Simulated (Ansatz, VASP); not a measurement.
**CdS in VASP and in Ansatz**

The input INCAR:

```
  ALGO = Normal
  EDIFF = 1E-6
  ENCUT = 540
  GGA = PE
  GGA_COMPAT = F
  ISIF = 2
  ISMEAR = 0
  LASPH = T
  LCHARG = T
  LELF = T
  LREAL = F
  LVHAR = T
  LWAVE = F
  NBANDS = 34
  NELM = 120
  PREC = Accurate
  SIGMA = 0.01
```

Contents of KPOINTS:

```
k-points
0
Gamma
  9 9 4
```

File POSCAR:

```
CdS
1.0
    4.1963020496      0.0000000000      0.0000000000
   -2.0981510248      3.6341041769      0.0000000000
    0.0000000000      0.0000000000      6.8304216542
Cd S
2 2
Direct
    0.3333333333      0.6666666667     -0.0615000000
    0.6666666667      0.3333333333      0.4385000000
    0.3333333333      0.6666666667      0.4385000000
    0.6666666667      0.3333333333      0.9385000000
```

Input for Ansatz:

```yaml
crystal:
  lattice:
    - [4.1963020496, 0.0, 0.0]
    - [-2.0981510248, 3.6341041769, 0.0]
    - [0.0, 0.0, 6.8304216542]
  atoms:
    - { symbol: Cd, position: [0.3333333333, 0.6666666667, -0.0615] }
    - { symbol: Cd, position: [0.6666666667, 0.3333333333, 0.4385] }
    - { symbol: S, position: [0.3333333333, 0.6666666667, 0.4385] }
    - { symbol: S, position: [0.6666666667, 0.3333333333, 0.9385] }
basis:
  ecutwfc: 420
  xc_grid: 2
kpoints:
  mp_grid: { grid: [9, 9, 4] }
hamiltonian:
  xc: pbe
  pseudopotentials: { kind: paw, azcp: { folder: soft_1 } }
scf:
  occupations: { method: fixed }
output:
  forces: true
  stress: true
  eigenvalues: true
  polarization: {}
```

Change from the starting cell: polar distortion scaled by 0.00.

Alike in both runs: task single point; functional PBE; k mesh 9 × 9 × 4; no spin polarisation.

|  | VASP | Ansatz |
| --- | --- | --- |
| version | VASP 6.6.1 | Ansatz 0.2.0 |
| potentials or method | VASP PAW PBE potentials, release 64 (Cd_sv_GW, S), cutoff 540 eV | scalar-relativistic, plane waves, PAW |
| occupations | gaussian, width 0.01 eV | fixed |
| valence electrons in the cell | 52 | 52 |

|  | VASP | Ansatz | Ansatz less VASP |
| --- | --- | --- | --- |
| gap on the k mesh at the Fermi level (eV) | 1.37 | 1.37 | +0.005 |
| least direct gap on the mesh (eV) | 1.37 | 1.37 | +0.005 |
| pressure (GPa) | 2.4 | 3.4 | +1.01 |
| traceless stress, the component that is largest in VASP (GPa) | -5.05 | -5.08 | -0.024 |
